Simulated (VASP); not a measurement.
The system is W.

```
CELL_PARAMETERS angstrom
-1.63828 1.63828 1.63828
1.63828 -1.63828 1.63828
1.63828 1.63828 -1.63828
ATOMIC_POSITIONS crystal
W 0.00000 0.00000 0.00000
```

* Program: VASP 6.6.1
* Task: relaxation of cell and atoms
* Functional: r2SCAN
* Potentials or basis: VASP PAW PBE potentials, release 64 (W_sv)
* Cutoff: 600 eV
* k mesh: 8 × 8 × 8
* Occupations: gaussian, width 0.1 eV
* Spin: no spin polarisation

At the start: pressure -25.3 GPa; volume 17.59 Å³/atom.

Question: Where does the relaxation end?

Answer: Over 5 steps the energy falls by 138.3 meV/atom and the volume is 15.98 Å³/atom (-9.1 %); space group Im-3m (No. 229, to 0.05 Å).

Step by step:
| step | energy change (eV) | largest force (eV/Å) | pressure (GPa) | volume (Å³) |
| --- | --- | --- | --- | --- |
| 1 | 0.0000 | 0.0000 | -25.31 | 17.59 |
| 2 | 2.1838 | 0.0000 | 210.26 | 11.42 |
| 3 | -0.1333 | 0.0000 | -5.54 | 16.27 |
| 4 | -0.1378 | 0.0000 | -1.80 | 16.07 |
| 5 | -0.1383 | 0.0000 | 0.02 | 15.98 |

Final structure:
```cif
data_structure
_symmetry_space_group_name_H-M 'P 1'
_symmetry_Int_Tables_number 1
_cell_length_a 2.7483
_cell_length_b 2.7483
_cell_length_c 2.7483
_cell_angle_alpha 109.471
_cell_angle_beta 109.471
_cell_angle_gamma 109.471
_cell_volume 15.98
loop_
_atom_site_label
_atom_site_type_symbol
_atom_site_fract_x
_atom_site_fract_y
_atom_site_fract_z
_atom_site_occupancy
W1 W 0.00000 0.00000 0.00000 1
```

Caveat: the PAW data sets were made with another functional, which shifts forces and pressure a little.
